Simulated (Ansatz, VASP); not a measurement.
## Two plane-wave programs on Ge2H

File INCAR:

```
  PREC = Accurate
  ENCUT = 520
  EDIFF = 1E-6
  ISMEAR = 0
  SIGMA = 0.1
  LREAL = False
  LASPH = True
  NELM = 150
  ALGO = Fast
  ISIF = 2
  LWAVE = False
  LCHARG = True
  ISPIN = 2
  MAGMOM = 0 0 1
  LORBIT = 11
  LDIPOL = True
  IDIPOL = 3
  DIPOL = 0.5 0.5 0.274
  GGA = PE
  IVDW = 12
  LELF = True
  LVHAR = True
  LVACPOTAV = True
  NBANDS = 26
```

The input KPOINTS:

```
Automatic mesh
0
Gamma
  9 9 1
```

POSCAR

```
Ge2H
1.0
    4.0226895460      0.0000000000      0.0000000000
   -2.0113447730      3.4837513384      0.0000000000
    0.0000000000      0.0000000000     17.6842610184
Ge H
2 1
Direct
    0.3333333333      0.6666666667      0.2648830513
    0.6666666667      0.3333333333      0.2261898304
    0.8888888889      0.1111111111      0.3316090513
```

Input for Ansatz:

```yaml
crystal:
  lattice:
    - [4.022689546, 0.0, 0.0]
    - [-2.011344773, 3.4837513384, 0.0]
    - [0.0, 0.0, 17.6842610184]
  atoms:
    - { symbol: Ge, position: [0.3333333333, 0.6666666667, 0.2648830513] }
    - { symbol: Ge, position: [0.6666666667, 0.3333333333, 0.2261898304] }
    - { symbol: H, position: [0.8888888889, 0.1111111111, 0.3316090513], spin: 1.0 }
basis:
  ecutwfc: 420
kpoints:
  mp_grid: { grid: [9, 9, 1] }
hamiltonian:
  xc: pbe
  pseudopotentials: { kind: paw, azcp: { folder: soft_1 } }
  dispersion: d3bj
scf:
  occupations: { method: gaussian, width: 0.1 }
output:
  forces: true
  eigenvalues: true
  populations: true
magnetization:
  spin_polarized: true
efield:
  axis: 3
  dipole_correction: true
  ramp_width: 0.04
```

Alike in both runs: task single point; functional PBE; dispersion D3(BJ); k mesh 9 × 9 × 1; occupations gaussian, width 0.1 eV; collinear spin.

|  | VASP | Ansatz |
| --- | --- | --- |
| version | VASP 6.6.1 | Ansatz 0.2.0 |
| potentials or method | VASP PAW PBE potentials, release 64 (Ge_d, H), cutoff 520 eV | scalar-relativistic, plane waves, PAW |
| valence electrons in the cell | 29 | 29 |

```tsv
	VASP	Ansatz	Ansatz less VASP
gap on the k mesh at the Fermi level (eV)	none	none	-
rms of the force components (eV/Å)	0.485	0.486	+0.0011
net moment per atom (μB)	0.00	0.00	0.000
work function, face that differs most (eV)	4.02	4.02	+0.001
```

Atom by atom the forces differ by 0.001 eV/Å (rms over components). A gap of «none» marks a metal or a gap that the smearing closes. Ansatz's warnings: seeded moment not kept.
